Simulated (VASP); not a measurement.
# Te2Mo (P6_3/mmc) in VASP: single point with PBE

Aim: the single point of Te2Mo with PBE.

All numbers are computed with VASP 6.6.1; they aren't measurements. Logs are shortened: lines on timing, memory, paths and dates and some standing lists are left out, and cuts for length are marked.

**1. The cell of the first run**

The structure is hexagonal, space group P6_3/mmc (No. 194). Conventional cell: a = 3.518 Å, b = 3.518 Å, c = 13.974 Å, α = 90.00°, β = 90.00°, γ = 120.00°. Within 3.7 Å of Te (site symmetry 3m) lie 3 Mo at 2.72 Å and 7 Te at 3.52 to 3.61 Å. Within 3.6 Å of Mo (site symmetry -6m2) lie 6 Te at 2.72 Å and 6 Mo at 3.52 Å.

**2. Single point, PBE**

File INCAR:

```
PREC = Accurate
ENCUT = 520
EDIFF = 1E-7
ISMEAR = 0
SIGMA = 0.05
LREAL = False
LASPH = True
NELM = 80
ALGO = Normal
ISIF = 2
LWAVE = False
LCHARG = False
GGA = PE
NBANDS = 35
```

File KPOINTS:

```
regular mesh
0
Gamma
  18 18 4
```

File POSCAR:

```
Te2Mo
1.0
    3.5182000000      0.0000000000      0.0000000000
   -1.7591000000      3.0468505800      0.0000000000
    0.0000000000      0.0000000000     13.9736000000
Te Mo
4 2
Direct
    0.3333333300      0.6666666700      0.6210000000
    0.6666666700      0.3333333300      0.1210000000
    0.3333333300      0.6666666700      0.8790000000
    0.6666666700      0.3333333300      0.3790000000
    0.3333333300      0.6666666700      0.2500000000
    0.6666666700      0.3333333300      0.7500000000
```

Potentials or basis: VASP PAW PBE potentials, release 64 (Te, Mo_sv).

The run is started by

```
$ cat potpaw_PBE.64/Te/POTCAR potpaw_PBE.64/Mo_sv/POTCAR > POTCAR
$ mpirun -np 1 vasp_std > vasp.out
```

OUTCAR:

```text
PREC = Accurate
   ENCUT = 520
   EDIFF = 1E-7
   ISMEAR = 0
   LREAL = False
   LASPH = True
   NELM = 80
   ISIF = 2
   GGA = PE

 ion  position               nearest neighbor table
   1  0.333  0.667  0.621-   6 2.72   6 2.72   6 2.72   3 3.61
   2  0.667  0.333  0.121-   5 2.72   5 2.72   5 2.72   4 3.61
   3  0.333  0.667  0.879-   6 2.72   6 2.72   6 2.72   1 3.61
   4  0.667  0.333  0.379-   5 2.72   5 2.72   5 2.72   2 3.61
   5  0.333  0.667  0.250-   2 2.72   4 2.72   2 2.72   4 2.72   2 2.72   4 2.72
   6  0.667  0.333  0.750-   1 2.72   3 2.72   1 2.72   3 2.72   1 2.72   3 2.72

  LATTYP: Found a hexagonal cell.
 ALAT       =     3.5182000000
 C/A-ratio  =     3.9718037633

  Lattice vectors:

 A1 = (   3.5182000000,   0.0000000000,   0.0000000000)
 A2 = (  -1.7591000000,   3.0468505800,   0.0000000000)
 A3 = (   0.0000000000,   0.0000000000,  13.9736000000)

Analysis of symmetry for initial positions (statically):
=====================================================================
 Subroutine PRICEL returns:
 Original cell was already a primitive cell.

 Routine SETGRP: Setting up the symmetry group for a
 hexagonal supercell.

 Subroutine GETGRP returns: Found 24 space group operations
 (whereof 12 operations were pure point group operations)
 out of a pool of 24 trial point group operations.

The static configuration has the point symmetry D_3d.
 The point group associated with its full space group is D_6h.

Analysis of symmetry for dynamics (positions and initial velocities):
=====================================================================
 Subroutine PRICEL returns:
 Original cell was already a primitive cell.

 Routine SETGRP: Setting up the symmetry group for a
 hexagonal supercell.

 Subroutine GETGRP returns: Found 24 space group operations
 (whereof 12 operations were pure point group operations)
 out of a pool of 24 trial point group operations.

The dynamic configuration has the point symmetry D_3d.
 The point group associated with its full space group is D_6h.

 Subroutine INISYM returns: Found 24 space group operations
 (whereof 12 operations are pure point group operations),
 and found     1 'primitive' translations

----------------------------------------------------------------------------------------

                                     Primitive cell

  volume of cell :     149.7890

  direct lattice vectors                    reciprocal lattice vectors
     3.518200000  0.000000000  0.000000000     0.284236257  0.164103879  0.000000000
    -1.759100000  3.046850580  0.000000000     0.000000000  0.328207759  0.000000000
     0.000000000  0.000000000 13.973600000     0.000000000  0.000000000  0.071563520

  length of vectors
     3.518200000  3.518200004 13.973600000     0.328207759  0.328207759  0.071563520

  position of ions in fractional coordinates (direct lattice)
     0.333333330  0.666666670  0.621000000
     0.666666670  0.333333330  0.121000000
     0.333333330  0.666666670  0.879000000
     0.666666670  0.333333330  0.379000000
     0.333333330  0.666666670  0.250000000
     0.666666670  0.333333330  0.750000000

  ion indices of the primitive-cell ions
   primitive index   ion index
                 1           1
                 2           2
                 3           3
                 4           4
                 5           5
                 6           6

----------------------------------------------------------------------------------------

 KPOINTS: regular mesh

Automatic generation of k-mesh.
 Grid dimensions read from file:
 generate k-points for:   18   18    4

 Generating k-lattice:

  Cartesian coordinates                     Fractional coordinates (reciprocal lattice)
     0.015790903  0.009116882  0.000000000     0.055555556  0.000000000  0.000000000
     0.000000000  0.018233764  0.000000000     0.000000000  0.055555556  0.000000000
     0.000000000  0.000000000  0.017890880     0.000000000  0.000000000  0.250000000

  Length of vectors
     0.018233764  0.018233764  0.017890880

  Shift w.r.t. Gamma in fractional coordinates (k-lattice)
     0.000000000  0.000000000  0.000000000

 Subroutine IBZKPT returns following result:
 ===========================================

 Found    111 irreducible k-points:

 Following reciprocal coordinates:
            Coordinates               Weight
  0.000000  0.000000  0.000000      1.000000
  0.055556  0.000000  0.000000      6.000000
  0.111111  0.000000  0.000000      6.000000
  0.166667  0.000000  0.000000      6.000000
  0.222222  0.000000  0.000000      6.000000
  0.277778  0.000000  0.000000      6.000000
[... 16 lines left out ...]
  0.333333  0.111111  0.000000     12.000000
  0.388889  0.111111  0.000000     12.000000
 [... further k-points ...]
   k-points           NKPTS =    111   k-points in BZ     NKDIM =    111   number of bands    NBANDS=     35
   number of dos      NEDOS =    301   number of ions     NIONS =      6
   total plane-waves  NPLWV =  84672
   dimension x,y,z NGX =    28 NGY =   28 NGZ =  108
   dimension x,y,z NGXF=    56 NGYF=   56 NGZF=  216
   ions per type =               4   2
   NGX,Y,Z   is equivalent  to a cutoff of  13.23, 13.23, 12.85 a.u.
   NGXF,Y,Z  is equivalent  to a cutoff of  26.46, 26.46, 25.70 a.u.
 SYSTEM =  unknown system
   PREC   = accura    normal or accurate (medium, high low for compatibility)
   ISTART =      0    job   : 0-new  1-cont  2-samecut
   ICHARG =      2    charge: 1-file 2-atom 10-const
   ISPIN  =      1    spin polarized calculation?
   LNONCOLLINEAR =      F non collinear calculations
   LSORBIT =      F    spin-orbit coupling
   LASPH  =      T    aspherical Exc in radial PAW
   ENCUT  =  520.0 eV  38.22 Ry    6.18 a.u.   6.54  6.54 25.98*2*pi/ulx,y,z
   NELM   =     80;   NELMIN=  2; NELMDL= -5     # of ELM steps
   EDIFF  = 0.1E-06   stopping-criterion for ELM
   LREAL  =      F    real-space projection
   EDIFFG = 0.1E-05   stopping-criterion for IOM
   NSW    =      0    number of steps for IOM
   IBRION =     -1    ionic relax: 0-MD 1-quasi-New 2-CG
   NFREE  =      0    steps in history (QN), initial steepest desc. (CG)
   ISIF   =      2    stress and relaxation
   ISYM   =      2    0-nonsym 1-usesym 2-fastsym
   POTIM  = 0.5000    time-step for ionic-motion
   TEBEG  =    0.0;   TEEND  =   0.0 temperature during run
   PSTRESS=    0.0 pullay stress
   NELECT =      52.0000    total number of electrons
   NUPDOWN=      -1.0000    fix difference up-down
   EMIN   =  10.00;   EMAX   =-10.00  energy-range for DOS
   EFERMI =   0.00;   METHOD = LEGACY
   ISMEAR =     0;   SIGMA  =   0.05  broadening in eV -4-tet -1-fermi 0-gaus
   EFERMI_NEDOS =   21; number of points for ismear=-14 and -15
   IALGO  =     38    algorithm
   IMIX   =      4    mixing-type and parameters
     AMIX     =   0.40;   BMIX     =  1.00
     AMIX_MAG =   1.60;   BMIX_MAG =  1.00
  volume/ion in A,a.u.               =      24.96       168.47
  Fermi-wavevector in a.u.,A,eV,Ry     =   1.150578  2.174277 18.011787  1.323829
  Thomas-Fermi vector in A             =   2.287241
   LORBIT       =      0    0 simple, 1 ext, 2 COOP (PROOUT), +10 PAW based schemes
   GGA     = PE    functional components
   LHFCALC =     F    Hartree Fock is set to
   AEXX    =    0.0000 exact exchange contribution
   IVDW    =     0    specifies the selected vdW correction
   LEPSILON=     F    determine dielectric tensor
   LRPA    =     F    only Hartree local field effects (RPA)
 non-spin polarized calculation
 Gauss-broadening in eV      SIGMA  =   0.05
  energy-cutoff  :      520.00
  volume of cell :      149.79
 maximum number of plane-waves:      4096
 NGX is ok and might be reduce to    28
   NGX = 13   NGY = 13   NGZ = 51

 number of electron      51.9999997 magnetization

 Free energy of the ion-electron system (eV)
  ---------------------------------------------------
  ext. energy  EPLUGINS =         0.00000000
  ---------------------------------------------------
  free energy    TOTEN  =       -35.98754220 eV

  energy without entropy =      -35.98754220  energy(sigma->0) =      -35.98754220

 E-fermi :   8.5212     XC(G=0): -10.4426

 val. band max:        8.1564606660   @ k =   0.0000   0.0000   0.0000
 cond. band min:       8.8769238346   @ k =   0.2222   0.1667   0.0000
 fundamental gap:      0.7204631687
 Fermi energy:         8.5212103992

 k-point     1 :       0.0000    0.0000    0.0000
  band No.  band energies     occupation
      1     -52.6641      2.00000
      2     -52.6641      2.00000
      3     -26.8312      2.00000
      4     -26.8312      2.00000
      5     -26.7077      2.00000
      6     -26.7077      2.00000
[... 27 lines left out ...]
     34      11.5410      0.00000
     35      13.8579      0.00000

 k-point     2 :       0.0556    0.0000    0.0000
  band No.  band energies     occupation
      1     -52.6638      2.00000
      2     -52.6638      2.00000
      3     -26.8304      2.00000
      4     -26.8303      2.00000
      5     -26.7117      2.00000
      6     -26.7117      2.00000
[... 27 lines left out ...]
     34      11.4534      0.00000
     35      14.0979      0.00000

 k-point     3 :       0.1111    0.0000    0.0000
  band No.  band energies     occupation
      1     -52.6630      2.00000
      2     -52.6630      2.00000
      3     -26.8278      2.00000
      4     -26.8278      2.00000
      5     -26.7231      2.00000
      6     -26.7231      2.00000
[... 27 lines left out ...]
     34      11.3810      0.00000
     35      14.4737      0.00000
[... 723 lines left out ...]
 k-point    23 :       0.3333    0.1111    0.0000
  band No.  band energies     occupation
      1     -52.6551      2.00000
      2     -52.6551      2.00000
      3     -26.8199      2.00000
      4     -26.8199      2.00000
      5     -26.8045      2.00000
      6     -26.8045      2.00000
[... 27 lines left out ...]
     34      12.2926      0.00000
     35      12.5905      0.00000

 k-point    24 :       0.3889    0.1111    0.0000
  band No.  band energies     occupation
      1     -52.6543      2.00000
      2     -52.6543      2.00000
      3     -26.8295      2.00000
      4     -26.8295      2.00000
      5     -26.8021      2.00000
      6     -26.8021      2.00000
[... 27 lines left out ...]
     34      12.1850      0.00000
     35      12.3331      0.00000

 [... further k-points ...]

------------------------ aborting loop because EDIFF is reached ----------------------------------------

  FORCE on cell =-STRESS in cart. coord.  units (eV):
  Direction    XX          YY          ZZ          XY          YZ          ZX
  --------------------------------------------------------------------------------------
  -------------------------------------------------------------------------------------
  Total        2.5085862      2.5085862      3.2183522      0.0000000      0.0000000      0.0000000
  in kB       26.8324063     26.8324063     34.4242249      0.0000000      0.0000000      0.0000000
  external PRESSURE =      29.3630125 kB  Pullay stress =       0.0000000 kB

 VOLUME and BASIS-vectors are now :
 -----------------------------------------------------------------------------
  energy-cutoff  :      520.00
  volume of cell :      149.79
      direct lattice vectors                 reciprocal lattice vectors
     3.518200000  0.000000000  0.000000000     0.284236257  0.164103879  0.000000000
    -1.759100000  3.046850580  0.000000000     0.000000000  0.328207759  0.000000000
     0.000000000  0.000000000 13.973600000     0.000000000  0.000000000  0.071563520

 POSITION                                       TOTAL-FORCE (eV/Angst)
 -----------------------------------------------------------------------------------
     -0.00000      2.03123      8.67761        -0.000000     -0.000000     -0.189351
      1.75910      1.01562      1.69081         0.000000      0.000000     -0.189351
     -0.00000      2.03123     12.28279        -0.000000     -0.000000      0.189351
      1.75910      1.01562      5.29599         0.000000      0.000000      0.189351
     -0.00000      2.03123      3.49340         0.000000     -0.000000      0.000000
      1.75910      1.01562     10.48020        -0.000000      0.000000      0.000000
 -----------------------------------------------------------------------------------
    total drift:                               -0.000014      0.000008     -0.000000

  FREE ENERGIE OF THE ION-ELECTRON SYSTEM (eV)
  ---------------------------------------------------
  free  energy   TOTEN  =       -35.9875422026 eV

  energy  without entropy=      -35.9875422026  energy(sigma->0) =      -35.98754220
```

It took 13 min on 1 thread of Intel Xeon Platinum 8259CL at 2.50GHz (Skylake/Cascade Lake), shared host; peak memory 0.61 GiB.

Results:

| Item | Value |
| --- | --- |
| Free energy | -35.9875 eV |
| Pressure | 2.9 GPa |
| Largest force | 0.189 eV/Å |
| Band gap on the k mesh | 0.72 eV (least direct gap 1.04 eV) |

Forces in eV/Å, atoms in the order of the input:
```
Te   0.000  0.000 -0.189
Te   0.000  0.000 -0.189
Te   0.000  0.000  0.189
Te   0.000  0.000  0.189
Mo   0.000  0.000  0.000
Mo   0.000  0.000  0.000
```

Caveat: spin-orbit coupling is left out, which moves the levels of the heavy elements; this functional lacks dispersion, which binds the layers, so the pressure and a relaxed spacing across them are unreliable.
